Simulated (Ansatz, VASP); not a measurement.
**Zr3Si2: VASP beside Ansatz**

```xyz
10
Lattice="7.0656 0.0000 0.0000 0.0000 7.0656 0.0000 0.0000 0.0000 3.6445" Properties=species:S:1:pos:R:3 pbc="T T T"
Zr    1.2328    4.7656    1.8222
Zr    5.8328    2.3000    1.8222
Zr    2.3000    1.2328    1.8222
Zr    4.7656    5.8328    1.8222
Zr    0.0000    0.0000    0.0000
Zr    3.5328    3.5328    0.0000
Si    4.3975    0.8648    0.0000
Si    2.6680    6.2008    0.0000
Si    6.2008    4.3975    0.0000
Si    0.8648    2.6680    0.0000
```

Alike in both runs: functional PBEsol; k mesh 6 × 6 × 10; occupations gaussian, width 0.1 eV; no spin polarisation.

Ansatz relaxed the structure, and its values are those at the end. VASP's run is a single point on that final structure, the one shown.

```csv
,VASP,Ansatz
version,VASP 6.6.1,Ansatz 0.2.0
potentials or method,"VASP PAW PBE potentials, release 64 (Zr_sv, Si), cutoff 520 eV","scalar-relativistic, plane waves, PAW"
valence electrons in the cell,88,88
```

|  | VASP | Ansatz | Ansatz less VASP |
| --- | --- | --- | --- |
| gap on the k mesh at the Fermi level (eV) | none | none | - |
| pressure (GPa) | 0.2 | 0.0 | -0.17 |

VASP's potentials were made for PBE, not for PBEsol. A gap of «none» marks a metal or a gap that the smearing closes.
